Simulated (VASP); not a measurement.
# La (Fm-3m) in VASP: single point with PBE

Aim: the single point of La with PBE.

Program: VASP 6.6.1. These are calculated values, not measurements. Logs are shortened: lines on timing, memory, paths and dates and some standing lists are left out, and cuts for length are marked.

## (1) The cell of the first run

It takes space group Fm-3m (No. 225, cubic). The conventional cell has a = 5.331 Å, b = 5.331 Å, c = 5.331 Å, α = 90.00°, β = 90.00°, γ = 90.00°. Within 5.0 Å of La (site symmetry m-3m) lie 12 La at 3.77 Å.

## (2) Single point, PBE (volume scaled by 1.02)

File INCAR:

```
PREC     = Accurate       # precision mode
ENCUT    = 520            # plane-wave cutoff, eV
EDIFF    = 1E-6           # SCF threshold, eV
ISMEAR   = -1             # smearing method
SIGMA    = 0.05           # smearing width, eV
LREAL    = False          # projectors in reciprocal space
LASPH    = True           # aspherical terms in the spheres
NELM     = 80             # most SCF steps
ALGO     = Normal         # electronic algorithm
ISIF     = 2              # what is computed and relaxed
LWAVE    = False          # write WAVECAR
LCHARG   = False          # write CHGCAR
GGA      = PE             # functional
NBANDS   = 12             # bands
```

File KPOINTS:

```
regular mesh
0
Gamma
  12 12 12
```

File POSCAR:

```
La
1.0
    0.0000000000      2.6655369349      2.6655369349
    2.6655369349      0.0000000000      2.6655369349
    2.6655369349      2.6655369349      0.0000000000
La
1
Direct
    0.0000000000      0.0000000000      0.0000000000
```

Potentials or basis: VASP PAW PBE potentials, release 64 (La).

Launch:

```console
$ cat potpaw_PBE.64/La/POTCAR > POTCAR
$ mpirun -np 1 vasp_std > vasp.out
```

OUTCAR:

```text
PREC = Accurate
   ENCUT = 520
   EDIFF = 1E-6
   ISMEAR = -1
   LREAL = False
   LASPH = True
   NELM = 80
   ISIF = 2
   GGA = PE

 ion  position               nearest neighbor table
   1  0.000  0.000  0.000-

  LATTYP: Found a face centered cubic cell.
 ALAT       =     5.3310738698

  Lattice vectors:

 A1 = (   0.0000000000,   2.6655369349,   2.6655369349)
 A2 = (   2.6655369349,   0.0000000000,   2.6655369349)
 A3 = (   2.6655369349,   2.6655369349,   0.0000000000)

Analysis of symmetry for initial positions (statically):
[... 33 lines left out ...]
                                     Primitive cell

  volume of cell :      37.8777

  direct lattice vectors                    reciprocal lattice vectors
     0.000000000  2.665536935  2.665536935    -0.187579468  0.187579468  0.187579468
     2.665536935  0.000000000  2.665536935     0.187579468 -0.187579468  0.187579468
     2.665536935  2.665536935  0.000000000     0.187579468  0.187579468 -0.187579468

  length of vectors
     3.769638484  3.769638484  3.769638484     0.324897169  0.324897169  0.324897169

  position of ions in fractional coordinates (direct lattice)
     0.000000000  0.000000000  0.000000000

  ion indices of the primitive-cell ions
   primitive index   ion index
                 1           1

----------------------------------------------------------------------------------------

 KPOINTS: regular mesh

Automatic generation of k-mesh.
 Grid dimensions read from file:
 generate k-points for:   12   12   12

 Generating k-lattice:

  Cartesian coordinates                     Fractional coordinates (reciprocal lattice)
    -0.015631622  0.015631622  0.015631622     0.083333333  0.000000000  0.000000000
     0.015631622 -0.015631622  0.015631622     0.000000000  0.083333333  0.000000000
     0.015631622  0.015631622 -0.015631622     0.000000000  0.000000000  0.083333333

  Length of vectors
     0.027074764  0.027074764  0.027074764

  Shift w.r.t. Gamma in fractional coordinates (k-lattice)
     0.000000000  0.000000000  0.000000000

 Subroutine IBZKPT returns following result:
 ===========================================

 Found     72 irreducible k-points:

 Following reciprocal coordinates:
            Coordinates               Weight
  0.000000  0.000000  0.000000      1.000000
  0.083333  0.000000  0.000000      8.000000
  0.166667  0.000000  0.000000      8.000000
  0.250000  0.000000  0.000000      8.000000
  0.333333  0.000000  0.000000      8.000000
  0.416667  0.000000  0.000000      8.000000
[... 16 lines left out ...]
  0.500000  0.166667  0.000000     24.000000
 -0.416667  0.166667  0.000000     24.000000
 [... further k-points ...]
   k-points           NKPTS =     72   k-points in BZ     NKDIM =     72   number of bands    NBANDS=     12
   number of dos      NEDOS =    301   number of ions     NIONS =      1
   total plane-waves  NPLWV =  21952
   dimension x,y,z NGX =    28 NGY =   28 NGZ =   28
   dimension x,y,z NGXF=    56 NGYF=   56 NGZF=   56
   ions per type =               1
   NGX,Y,Z   is equivalent  to a cutoff of  12.35, 12.35, 12.35 a.u.
   NGXF,Y,Z  is equivalent  to a cutoff of  24.70, 24.70, 24.70 a.u.
 SYSTEM =  unknown system
   PREC   = accura    normal or accurate (medium, high low for compatibility)
   ISTART =      0    job   : 0-new  1-cont  2-samecut
   ICHARG =      2    charge: 1-file 2-atom 10-const
   ISPIN  =      1    spin polarized calculation?
   LNONCOLLINEAR =      F non collinear calculations
   LSORBIT =      F    spin-orbit coupling
   LASPH  =      T    aspherical Exc in radial PAW
   ENCUT  =  520.0 eV  38.22 Ry    6.18 a.u.   7.01  7.01  7.01*2*pi/ulx,y,z
   NELM   =     80;   NELMIN=  2; NELMDL= -5     # of ELM steps
   EDIFF  = 0.1E-05   stopping-criterion for ELM
   LREAL  =      F    real-space projection
   EDIFFG = 0.1E-04   stopping-criterion for IOM
   NSW    =      0    number of steps for IOM
   IBRION =     -1    ionic relax: 0-MD 1-quasi-New 2-CG
   NFREE  =      0    steps in history (QN), initial steepest desc. (CG)
   ISIF   =      2    stress and relaxation
   ISYM   =      2    0-nonsym 1-usesym 2-fastsym
   POTIM  = 0.5000    time-step for ionic-motion
   TEBEG  =    0.0;   TEEND  =   0.0 temperature during run
   PSTRESS=    0.0 pullay stress
   NELECT =      11.0000    total number of electrons
   NUPDOWN=      -1.0000    fix difference up-down
   EMIN   =  10.00;   EMAX   =-10.00  energy-range for DOS
   EFERMI =   0.00;   METHOD = LEGACY
   ISMEAR =    -1;   SIGMA  =   0.05  broadening in eV -4-tet -1-fermi 0-gaus
   EFERMI_NEDOS =   21; number of points for ismear=-14 and -15
   IALGO  =     38    algorithm
   IMIX   =      4    mixing-type and parameters
     AMIX     =   0.40;   BMIX     =  1.00
     AMIX_MAG =   1.60;   BMIX_MAG =  1.00
  volume/ion in A,a.u.               =      37.88       255.61
  Fermi-wavevector in a.u.,A,eV,Ry     =   1.084121  2.048691 15.991172  1.175318
  Thomas-Fermi vector in A             =   2.220203
   LORBIT       =      0    0 simple, 1 ext, 2 COOP (PROOUT), +10 PAW based schemes
   GGA     = PE    functional components
   LHFCALC =     F    Hartree Fock is set to
   AEXX    =    0.0000 exact exchange contribution
   IVDW    =     0    specifies the selected vdW correction
   LEPSILON=     F    determine dielectric tensor
   LRPA    =     F    only Hartree local field effects (RPA)
 non-spin polarized calculation
  energy-cutoff  :      520.00
  volume of cell :       37.88
 maximum number of plane-waves:      1036
   NGX = 13   NGY = 13   NGZ = 13

 number of electron      11.0000000 magnetization

 Free energy of the ion-electron system (eV)
  ---------------------------------------------------
  ext. energy  EPLUGINS =         0.00000000
  ---------------------------------------------------
  free energy    TOTEN  =        -4.88849716 eV

  energy without entropy =       -4.87226504  energy(sigma->0) =       -4.88038110

 E-fermi :   7.6665     XC(G=0):  -9.4800

 val. band max:        7.6658373153   @ k =  -0.1667   0.2500   0.0833
 cond. band min:       7.6760950020   @ k =  -0.4167   0.2500   0.0000
 fundamental gap:      0.0102576867
 Fermi energy:         7.6664740064

 k-point     1 :       0.0000    0.0000    0.0000
  band No.  band energies     occupation
      1     -25.2092      2.00000
      2      -8.2404      2.00000
      3      -8.2404      2.00000
      4      -8.2404      2.00000
      5       4.4875      2.00000
      6       8.9702      0.00000
      7       9.1541      0.00000
      8       9.1541      0.00000
      9       9.1541      0.00000
     10       9.4451      0.00000
     11       9.4451      0.00000
     12       9.4451      0.00000

 k-point     2 :       0.0833    0.0000    0.0000
  band No.  band energies     occupation
      1     -25.1974      2.00000
      2      -8.3389      2.00000
      3      -8.2519      2.00000
      4      -8.2519      2.00000
      5       4.6888      2.00000
      6       8.6050      0.00000
      7       9.1758      0.00000
      8       9.1758      0.00000
      9       9.3673      0.00000
     10       9.4476      0.00000
     11       9.4476      0.00000
     12       9.5084      0.00000

 k-point     3 :       0.1667    0.0000    0.0000
  band No.  band energies     occupation
      1     -25.1650      2.00000
      2      -8.5983      2.00000
      3      -8.2832      2.00000
      4      -8.2832      2.00000
      5       5.2100      2.00000
      6       8.2334      0.00002
      7       9.2003      0.00000
      8       9.2003      0.00000
      9       9.3200      0.00000
     10       9.4542      0.00000
     11       9.4542      0.00000
     12       9.7548      0.00000

 k-point     4 :       0.2500    0.0000    0.0000
  band No.  band energies     occupation
      1     -25.1201      2.00000
      2      -8.9324      2.00000
      3      -8.3253      2.00000
      4      -8.3253      2.00000
      5       5.7719      2.00000
      6       8.1802      0.00007
      7       9.1708      0.00000
      8       9.1708      0.00000
      9       9.2218      0.00000
     10       9.4618      0.00000
     11       9.4618      0.00000
     12       9.9391      0.00000

 k-point     5 :       0.3333    0.0000    0.0000
  band No.  band energies     occupation
      1     -25.0745      2.00000
      2      -9.2473      2.00000
      3      -8.3668      2.00000
      4      -8.3668      2.00000
      5       6.0151      2.00000
      6       8.6533      0.00000
      7       9.0853      0.00000
      8       9.0853      0.00000
      9       9.1260      0.00000
     10       9.4680      0.00000
     11       9.4680      0.00000
     12       9.9944      0.00000
[... 228 lines left out ...]
      1     -25.0752      2.00000
      2      -9.0633      2.00000
      3      -8.4695      2.00000
      4      -8.4613      2.00000
      5       6.3904      2.00000
      6       7.5972      1.59961
      7       8.4718      0.00000
      8       9.3608      0.00000
      9       9.4866      0.00000
     10       9.5759      0.00000
     11       9.6055      0.00000
     12       9.8122      0.00000

 k-point    22 :       0.4167    0.1667    0.0000
  band No.  band energies     occupation
      1     -25.0374      2.00000
      2      -9.2872      2.00000
      3      -8.5451      2.00000
      4      -8.4862      2.00000
      5       6.5275      2.00000
      6       7.8969      0.01973
      7       8.4174      0.00000
      8       9.3263      0.00000
      9       9.5240      0.00000
     10       9.5335      0.00000
     11       9.6385      0.00000
     12       9.8416      0.00000

 k-point    23 :       0.5000    0.1667    0.0000
  band No.  band energies     occupation
      1     -25.0136      2.00000
      2      -9.4184      2.00000
      3      -8.6156      2.00000
      4      -8.4845      2.00000
      5       6.5597      2.00000
      6       7.8668      0.03572
      7       8.8912      0.00000
      8       9.2639      0.00000
      9       9.4990      0.00000
     10       9.4991      0.00000
     11       9.6819      0.00000
     12       9.8733      0.00000

 k-point    24 :      -0.4167    0.1667    0.0000
  band No.  band energies     occupation
      1     -25.0105      2.00000
      2      -9.4299      2.00000
      3      -8.6598      2.00000
      4      -8.4565      2.00000
      5       6.6267      2.00000
      6       7.8708      0.03304
      7       9.1382      0.00000
      8       9.2102      0.00000
      9       9.4139      0.00000
     10       9.4655      0.00000
     11       9.7040      0.00000
     12       9.8965      0.00000

 [... further k-points ...]
[... 5 lines left out ...]
  --------------------------------------------------------------------------------------
  -------------------------------------------------------------------------------------
  Total       -0.1576345     -0.1576345     -0.1576345      0.0000000      0.0000000     -0.0000000
  in kB       -6.6677244     -6.6677244     -6.6677244      0.0000000      0.0000000     -0.0000000
  external PRESSURE =      -6.6677244 kB  Pullay stress =       0.0000000 kB

 VOLUME and BASIS-vectors are now :
 -----------------------------------------------------------------------------
  energy-cutoff  :      520.00
  volume of cell :       37.88
      direct lattice vectors                 reciprocal lattice vectors
     0.000000000  2.665536935  2.665536935    -0.187579468  0.187579468  0.187579468
     2.665536935  0.000000000  2.665536935     0.187579468 -0.187579468  0.187579468
     2.665536935  2.665536935  0.000000000     0.187579468  0.187579468 -0.187579468

 POSITION                                       TOTAL-FORCE (eV/Angst)
 -----------------------------------------------------------------------------------
      0.00000      0.00000      0.00000        -0.000000     -0.000000     -0.000000
 -----------------------------------------------------------------------------------
    total drift:                               -0.000000      0.000000      0.000000

  FREE ENERGIE OF THE ION-ELECTRON SYSTEM (eV)
  ---------------------------------------------------
  free  energy   TOTEN  =        -4.8884971626 eV

  energy  without entropy=       -4.8722650358  energy(sigma->0) =       -4.88038110
```

It used 100 s of CPU time on 1 thread of AMD EPYC 7R13 Processor (Zen 3), with other jobs on the host.

Results:

```
Free energy : -4.8885 eV
Pressure    : -0.7 GPa
```

Caveat: spin-orbit coupling is left out, which moves the levels of the heavy elements.
